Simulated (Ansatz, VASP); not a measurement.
## One calculation of Hf4Si, two programs

```xyz
5
Lattice="3.1500 0.0000 0.0000 -1.5750 2.7280 0.0000 0.0000 0.0000 11.5000" Properties=species:S:1:pos:R:3 pbc="T T T"
Hf    1.5750    0.9093    9.3150
Hf    0.0000    1.8187    2.1850
Hf    1.5750    0.9093    4.6000
Hf    0.0000    1.8187    6.9000
Si    0.0000    0.0000    0.0000
```

Alike in both runs: task relaxation of cell and atoms; functional PBE; k mesh 6 × 6 × 2; occupations gaussian, width 0.2 eV; no spin polarisation.

|  | VASP | Ansatz |
| --- | --- | --- |
| version | VASP 6.6.1 | Ansatz 0.2.0 |
| potentials or method | VASP PAW PBE potentials, release 64 (Hf_pv, Si), cutoff 600 eV | scalar-relativistic, plane waves, PAW |
| valence electrons in the cell | 44 | 108 |

```csv
,VASP,Ansatz,Ansatz less VASP
"gap on the k mesh at the Fermi level, each at its own relaxed structure (eV)",none,none,-
relaxed volume (Å³/atom),21.01,21.07,+0.062
relaxed length of the cell vector where the two differ most in proportion (Å),3.196,3.202,+0.0058
```

A gap of «none» marks a metal or a gap that the smearing closes. VASP's potentials hold 44 valence electrons a cell and Ansatz's 108, so a difference there can come from the potentials and not from the codes.

The k mesh is coarse, so the values compare programs but aren't converged. Neither program's run includes spin-orbit coupling.
